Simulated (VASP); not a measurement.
# Ge in VASP: a series of runs

The runs below take Ge through single point, with PBE+D3(BJ).

Everything below comes from runs of VASP 6.6.1. Logs are shortened: lines on timing, memory, paths and dates and some standing lists are left out, and cuts for length are marked.

### Step 1. The cell of the first run

The cell holds a slab with vacuum, 4 atoms: a = 4.023 Å, b = 4.023 Å, c = 18.869 Å, α = 90.00°, β = 90.00°, γ = 120.00°.

### Step 2. Single point, PBE+D3(BJ)

Input file INCAR:

```
SYSTEM = Ge
ALGO = Normal
DIPOL = 0.5 0.5 0.368
EDIFF = 1E-7
ENCUT = 520
GGA = PE
IDIPOL = 3
ISIF = 2
ISMEAR = 0
IVDW = 12
LASPH = .True.
LCHARG = .False.
LDIPOL = .True.
LREAL = .False.
LWAVE = .False.
NBANDS = 36
NELM = 60
PREC = Accurate
SIGMA = 0.1
```

Input file KPOINTS:

```
k-points
0
Gamma
  9 9 1
  0 0 0
```

Input file POSCAR:

```
Ge
1.0
    4.0226895311      0.0000000000      0.0000000000
   -2.0113447656      3.4837513255      0.0000000000
    0.0000000000      0.0000000000     18.8685220517
Ge
4
Direct
    0.3333333333      0.6666666667      0.2747571332
    0.6666666667      0.3333333333      0.2384924472
    1.3333333333     -0.3333333333      0.4965159447
    1.0000000000      0.0000000000      0.4602512588
```

Potentials or basis: VASP PAW PBE potentials, release 64 (Ge_d).

On the command line:

```console
> cat potpaw_PBE.64/Ge_d/POTCAR > POTCAR
> mpirun -np 1 vasp_std > vasp.out
```

OUTCAR:

```text
SYSTEM = Ge
   EDIFF = 1E-7
   ENCUT = 520
   GGA = PE
   ISIF = 2
   ISMEAR = 0
   IVDW = 12
   LASPH = .True.
   LREAL = .False.
   NELM = 60
   PREC = Accurate
 IVDW          = 12

 ion  position               nearest neighbor table
   1  0.333  0.667  0.275-   2 2.42   2 2.42   2 2.42
   2  0.667  0.333  0.238-   1 2.42   1 2.42   1 2.42
   3  0.333  0.667  0.497-   4 2.42   4 2.42   4 2.42
   4  0.000  0.000  0.460-   3 2.42   3 2.42   3 2.42

  LATTYP: Found a hexagonal cell.
 ALAT       =     4.0226895311
 C/A-ratio  =     4.6905240650

  Lattice vectors:

 A1 = (   4.0226895311,   0.0000000000,   0.0000000000)
 A2 = (  -2.0113447656,   3.4837513255,   0.0000000000)
 A3 = (   0.0000000000,   0.0000000000,  18.8685220517)

Analysis of symmetry for initial positions (statically):
=====================================================================
 Subroutine PRICEL returns:
 Original cell was already a primitive cell.

 Routine SETGRP: Setting up the symmetry group for a
 hexagonal supercell.

 Subroutine GETGRP returns: Found  6 space group operations
 (whereof  6 operations were pure point group operations)
 out of a pool of 24 trial point group operations.

The static configuration has the point symmetry C_3v.

Analysis of symmetry for dynamics (positions and initial velocities):
=====================================================================
 Subroutine PRICEL returns:
 Original cell was already a primitive cell.

 Routine SETGRP: Setting up the symmetry group for a
 hexagonal supercell.

 Subroutine GETGRP returns: Found  6 space group operations
 (whereof  6 operations were pure point group operations)
 out of a pool of 24 trial point group operations.

The dynamic configuration has the point symmetry C_3v.

 Subroutine INISYM returns: Found  6 space group operations
 (whereof  6 operations are pure point group operations),
 and found     1 'primitive' translations

----------------------------------------------------------------------------------------

                                     Primitive cell

  volume of cell :     264.4244

  direct lattice vectors                    reciprocal lattice vectors
     4.022689531  0.000000000  0.000000000     0.248589903  0.143523447  0.000000000
    -2.011344766  3.483751326  0.000000000     0.000000000  0.287046895  0.000000000
     0.000000000  0.000000000 18.868522052     0.000000000  0.000000000  0.052998322

  length of vectors
     4.022689531  4.022689531 18.868522052     0.287046895  0.287046895  0.052998322

  position of ions in fractional coordinates (direct lattice)
     0.333333333  0.666666667  0.274757133
     0.666666667  0.333333333  0.238492447
     0.333333333  0.666666667  0.496515945
     0.000000000  0.000000000  0.460251259

  ion indices of the primitive-cell ions
   primitive index   ion index
                 1           1
                 2           2
                 3           3
                 4           4

----------------------------------------------------------------------------------------

 KPOINTS: k-points

Automatic generation of k-mesh.
 Grid dimensions read from file:
 generate k-points for:    9    9    1

 Generating k-lattice:

  Cartesian coordinates                     Fractional coordinates (reciprocal lattice)
     0.027621100  0.015947050  0.000000000     0.111111111 -0.000000000  0.000000000
     0.000000000  0.031894099  0.000000000     0.000000000  0.111111111  0.000000000
     0.000000000  0.000000000  0.052998322     0.000000000  0.000000000  1.000000000

  Length of vectors
     0.031894099  0.031894099  0.052998322

  Shift w.r.t. Gamma in fractional coordinates (k-lattice)
     0.000000000  0.000000000  0.000000000

 Subroutine IBZKPT returns following result:
 ===========================================

 Found     12 irreducible k-points:

 Following reciprocal coordinates:
            Coordinates               Weight
  0.000000  0.000000  0.000000      1.000000
  0.111111  0.000000  0.000000      6.000000
  0.222222 -0.000000  0.000000      6.000000
  0.333333  0.000000  0.000000      6.000000
  0.444444 -0.000000  0.000000      6.000000
  0.111111  0.111111  0.000000      6.000000
  0.222222  0.111111  0.000000     12.000000
  0.333333  0.111111  0.000000     12.000000
  0.444444  0.111111  0.000000      6.000000
  0.222222  0.222222  0.000000      6.000000
  0.333333  0.222222  0.000000     12.000000
  0.333333  0.333333  0.000000      2.000000
   k-points           NKPTS =     12   k-points in BZ     NKDIM =     12   number of bands    NBANDS=     36
   number of dos      NEDOS =    301   number of ions     NIONS =      4
   total plane-waves  NPLWV = 126000
   dimension x,y,z NGX =    30 NGY =   30 NGZ =  140
   dimension x,y,z NGXF=    60 NGYF=   60 NGZF=  280
   ions per type =               4
   NGX,Y,Z   is equivalent  to a cutoff of  12.40, 12.40, 12.34 a.u.
   NGXF,Y,Z  is equivalent  to a cutoff of  24.80, 24.80, 24.67 a.u.
 SYSTEM =  Ge
   PREC   = accura    normal or accurate (medium, high low for compatibility)
   ISTART =      0    job   : 0-new  1-cont  2-samecut
   ICHARG =      2    charge: 1-file 2-atom 10-const
   ISPIN  =      1    spin polarized calculation?
   LNONCOLLINEAR =      F non collinear calculations
   LSORBIT =      F    spin-orbit coupling
   LASPH  =      T    aspherical Exc in radial PAW
   ENCUT  =  520.0 eV  38.22 Ry    6.18 a.u.   7.48  7.48 35.08*2*pi/ulx,y,z
   NELM   =     60;   NELMIN=  2; NELMDL= -5     # of ELM steps
   EDIFF  = 0.1E-06   stopping-criterion for ELM
   LREAL  =      F    real-space projection
   EDIFFG = 0.1E-05   stopping-criterion for IOM
   NSW    =      0    number of steps for IOM
   IBRION =     -1    ionic relax: 0-MD 1-quasi-New 2-CG
   NFREE  =      0    steps in history (QN), initial steepest desc. (CG)
   ISIF   =      2    stress and relaxation
   ISYM   =      2    0-nonsym 1-usesym 2-fastsym
   POTIM  = 0.5000    time-step for ionic-motion
   TEBEG  =    0.0;   TEEND  =   0.0 temperature during run
   PSTRESS=    0.0 pullay stress
   NELECT =      56.0000    total number of electrons
   NUPDOWN=      -1.0000    fix difference up-down
   EMIN   =  10.00;   EMAX   =-10.00  energy-range for DOS
   EFERMI =   0.00;   METHOD = LEGACY
   ISMEAR =     0;   SIGMA  =   0.10  broadening in eV -4-tet -1-fermi 0-gaus
   EFERMI_NEDOS =   21; number of points for ismear=-14 and -15
   IALGO  =     38    algorithm
   IMIX   =      4    mixing-type and parameters
     AMIX     =   0.40;   BMIX     =  1.00
     AMIX_MAG =   1.60;   BMIX_MAG =  1.00
  volume/ion in A,a.u.               =      66.11       446.11
  Fermi-wavevector in a.u.,A,eV,Ry     =   0.975821  1.844035 12.955840  0.952227
  Thomas-Fermi vector in A             =   2.106391
   LORBIT       =      0    0 simple, 1 ext, 2 COOP (PROOUT), +10 PAW based schemes
   GGA     = PE    functional components
   LHFCALC =     F    Hartree Fock is set to
   AEXX    =    0.0000 exact exchange contribution
   IVDW    =    12    specifies the selected vdW correction
   LEPSILON=     F    determine dielectric tensor
   LRPA    =     F    only Hartree local field effects (RPA)
 non-spin polarized calculation
 Gauss-broadening in eV      SIGMA  =   0.10
  energy-cutoff  :      520.00
  volume of cell :      264.42
 maximum number of plane-waves:      7165
 NGX is ok and might be reduce to    30
   NGX = 15   NGY = 15   NGZ = 71

 dipolmoment           0.000000      0.000000      0.000001 electrons x Angstroem

 number of electron      55.9999998 magnetization

 dipolmoment           0.000000      0.000000     -0.011051 electrons x Angstroem

 Free energy of the ion-electron system (eV)
  ---------------------------------------------------
  ext. energy  EPLUGINS =         0.00000000
  ---------------------------------------------------
  free energy    TOTEN  =       -16.23003881 eV

  energy without entropy =      -16.22820225  energy(sigma->0) =      -16.22912053

 E-fermi :  -1.3874     XC(G=0):  -4.3566

 val. band max:       -1.4519570037   @ k =   0.3333   0.3333   0.0000
 cond. band min:      -1.3228340836   @ k =   0.3333   0.3333   0.0000
 fundamental gap:      0.1291229201
 Fermi energy:        -1.3873947289

 k-point     1 :       0.0000    0.0000    0.0000
  band No.  band energies     occupation
      1     -25.9165      2.00000
      2     -25.9165      2.00000
      3     -25.8657      2.00000
      4     -25.8657      2.00000
      5     -25.8656      2.00000
      6     -25.8188      2.00000
[... 28 lines left out ...]
     35       2.6216      0.00000
     36       2.6216      0.00000

 k-point     2 :       0.1111    0.0000    0.0000
  band No.  band energies     occupation
      1     -25.9229      2.00000
      2     -25.9211      2.00000
      3     -25.8787      2.00000
      4     -25.8590      2.00000
      5     -25.8483      2.00000
      6     -25.8250      2.00000
[... 28 lines left out ...]
     35       2.9643      0.00000
     36       3.1402      0.00000

 k-point     3 :       0.2222   -0.0000    0.0000
  band No.  band energies     occupation
      1     -25.9325      2.00000
      2     -25.9289      2.00000
      3     -25.8911      2.00000
      4     -25.8464      2.00000
      5     -25.8345      2.00000
      6     -25.8329      2.00000
[... 28 lines left out ...]
     35       3.7490      0.00000
     36       4.0747      0.00000

 k-point     4 :       0.3333    0.0000    0.0000
  band No.  band energies     occupation
      1     -25.9359      2.00000
      2     -25.9343      2.00000
      3     -25.9043      2.00000
      4     -25.8381      2.00000
      5     -25.8366      2.00000
      6     -25.8355      2.00000
[... 28 lines left out ...]
     35       4.6117      0.00000
     36       4.9045      0.00000

 k-point     5 :       0.4444   -0.0000    0.0000
  band No.  band energies     occupation
      1     -25.9365      2.00000
      2     -25.9325      2.00000
      3     -25.9162      2.00000
      4     -25.8377      2.00000
      5     -25.8352      2.00000
      6     -25.8321      2.00000
[... 28 lines left out ...]
     35       5.0725      0.00000
     36       5.3194      0.00000

 k-point     6 :       0.1111    0.1111    0.0000
  band No.  band energies     occupation
      1     -25.9292      2.00000
      2     -25.9287      2.00000
      3     -25.8870      2.00000
      4     -25.8530      2.00000
      5     -25.8321      2.00000
      6     -25.8309      2.00000
[... 28 lines left out ...]
     35       3.3667      0.00000
     36       3.6270      0.00000

 k-point     7 :       0.2222    0.1111    0.0000
  band No.  band energies     occupation
      1     -25.9386      2.00000
      2     -25.9319      2.00000
      3     -25.8993      2.00000
      4     -25.8441      2.00000
      5     -25.8400      2.00000
      6     -25.8340      2.00000
[... 28 lines left out ...]
     35       3.8945      0.00000
     36       4.0329      0.00000

 k-point     8 :       0.3333    0.1111    0.0000
  band No.  band energies     occupation
      1     -25.9442      2.00000
      2     -25.9305      2.00000
      3     -25.9117      2.00000
      4     -25.8453      2.00000
      5     -25.8354      2.00000
      6     -25.8332      2.00000
[... 28 lines left out ...]
     35       4.5790      0.00000
     36       4.9130      0.00000

 k-point     9 :       0.4444    0.1111    0.0000
  band No.  band energies     occupation
      1     -25.9457      2.00000
      2     -25.9273      2.00000
      3     -25.9189      2.00000
      4     -25.8467      2.00000
      5     -25.8311      2.00000
      6     -25.8305      2.00000
[... 28 lines left out ...]
     35       4.9084      0.00000
     36       5.1964      0.00000

 k-point    10 :       0.2222    0.2222    0.0000
  band No.  band energies     occupation
      1     -25.9487      2.00000
      2     -25.9300      2.00000
      3     -25.9099      2.00000
      4     -25.8496      2.00000
      5     -25.8372      2.00000
      6     -25.8328      2.00000
[... 28 lines left out ...]
     35       3.8030      0.00000
     36       4.2865      0.00000

 k-point    11 :       0.3333    0.2222    0.0000
  band No.  band energies     occupation
      1     -25.9553      2.00000
      2     -25.9265      2.00000
      3     -25.9180      2.00000
      4     -25.8560      2.00000
      5     -25.8305      2.00000
      6     -25.8288      2.00000
[... 28 lines left out ...]
     35       4.4853      0.00000
     36       5.3371      0.00000

 k-point    12 :       0.3333    0.3333    0.0000
  band No.  band energies     occupation
      1     -25.9601      2.00000
      2     -25.9247      2.00000
      3     -25.9205      2.00000
      4     -25.8608      2.00000
      5     -25.8298      2.00000
      6     -25.8251      2.00000
[... 28 lines left out ...]
     35       5.0334      0.00000
     36       5.0549      0.00000

------------------------ aborting loop because EDIFF is reached ----------------------------------------

 vacuum level on the upper side and lower side of the slab       (xc-potential included)        -0.164        -0.031

 Edisp (eV)   -0.85256

 E8    (eV) :    -0.3938

  FORCE on cell =-STRESS in cart. coord.  units (eV):
  Direction    XX          YY          ZZ          XY          YZ          ZX
  --------------------------------------------------------------------------------------
  -------------------------------------------------------------------------------------
  Total      -0.15852    -0.15852    -0.86613     0.00000     0.00000    -0.00000
  in kB      -0.96051    -0.96051    -5.24797     0.00000     0.00000    -0.00000
  external pressure =       -2.39 kB  Pullay stress =        0.00 kB

 VOLUME and BASIS-vectors are now :
 -----------------------------------------------------------------------------
  energy-cutoff  :      520.00
  volume of cell :      264.42
      direct lattice vectors                 reciprocal lattice vectors
     4.022689531  0.000000000  0.000000000     0.248589903  0.143523447  0.000000000
    -2.011344766  3.483751326  0.000000000     0.000000000  0.287046895  0.000000000
     0.000000000  0.000000000 18.868522052     0.000000000  0.000000000  0.052998322

 POSITION                                       TOTAL-FORCE (eV/Angst)
 -----------------------------------------------------------------------------------
     -0.00000      2.32250      5.18426        -0.000000     -0.000000      0.253894
      2.01134      1.16125      4.50000         0.000000      0.000000     -0.021690
     -0.00000      2.32250      9.36852        -0.000000      0.000000     -0.036026
      0.00000      0.00000      8.68426         0.000000     -0.000000     -0.196178
 -----------------------------------------------------------------------------------
    total drift:                               -0.000000     -0.000001     -0.003687

  FREE ENERGIE OF THE ION-ELECTRON SYSTEM (eV)
  ---------------------------------------------------
  free  energy   TOTEN  =       -17.0826014937 eV

  energy  without entropy=      -17.0807649426  energy(sigma->0) =      -17.08168322

 vacuum level on the upper side and lower side of the slab         2.997         3.130
```

Run time: 3.7 min. Hardware: 1 thread of Intel Xeon Platinum 8259CL at 2.50GHz (Skylake/Cascade Lake), shared host; peak memory 0.38 GiB.

Results:

| Quantity | Value |
| --- | --- |
| Free energy | -17.0826 eV |
| Largest force | 0.254 eV/Å |
| Band gap on the k mesh | 0.13 eV, direct |
| Dispersion energy per atom | -0.213 eV |

Forces on the atoms (eV/Å):
```
Ge   0.000  0.000  0.254
Ge   0.000  0.000 -0.022
Ge   0.000  0.000 -0.036
Ge   0.000  0.000 -0.196
```

### Step 3. Single point, PBE+D3(BJ)

Input file INCAR:

```
SYSTEM = Ge
PREC = Accurate
ENCUT = 520
EDIFF = 1E-7
ISMEAR = 0
SIGMA = 0.1
LREAL = .FALSE.
LASPH = .TRUE.
NELM = 60
ALGO = Normal
ISIF = 2
LWAVE = .FALSE.
LCHARG = .TRUE.
LDIPOL = .TRUE.
IDIPOL = 3
DIPOL = 0.5 0.5 0.381
GGA = PE
IVDW = 12
LELF = .TRUE.
LVHAR = .TRUE.
LVACPOTAV = .TRUE.
NBANDS = 36
```

Input file KPOINTS:

```
regular mesh
0
G
  9 9 1
  0 0 0
```

Changes to POSCAR since step 2:

```diff
@@ -10,3 +10,3 @@
     0.6666666667      0.3333333333      0.2384924472
-    1.3333333333     -0.3333333333      0.4965159447
-    1.0000000000      0.0000000000      0.4602512588
+    1.3333333333     -0.3333333333      0.5240750719
+    1.0000000000      0.0000000000      0.4878103860
```

Potentials or basis: VASP PAW PBE potentials, release 64 (Ge_d).

On the command line:

```console
> cat potpaw_PBE.64/Ge_d/POTCAR > POTCAR
> mpirun -np 1 vasp_std > vasp.out
```

It took 3.3 min on 1 thread of Intel Xeon Platinum 8259CL at 2.50GHz (Skylake/Cascade Lake), shared host; peak memory 0.38 GiB.

The run converged. Its results:

```yaml
Free_energy: -16.9761 eV
Largest_force: 0.156 eV/Å
Band_gap_on_the_k_mesh: 0.06 eV, direct
Dispersion_energy_per_atom: -0.196 eV
```

Forces on the atoms (eV/Å):
```
Ge   0.000  0.000  0.156
Ge   0.000  0.000  0.018
Ge   0.000  0.000 -0.044
Ge   0.000  0.000 -0.131
```

Levels at points of the mesh, in eV from the valence-band top:
```
           k point  band 25  band 26  band 27  band 28  band 29  band 30  band 31  band 32
(0.00, 0.00, 0.00)    -0.43    -0.43    -0.38    -0.38     0.55     0.68     2.05     3.27
```

(Continued in part 2 of 2.)
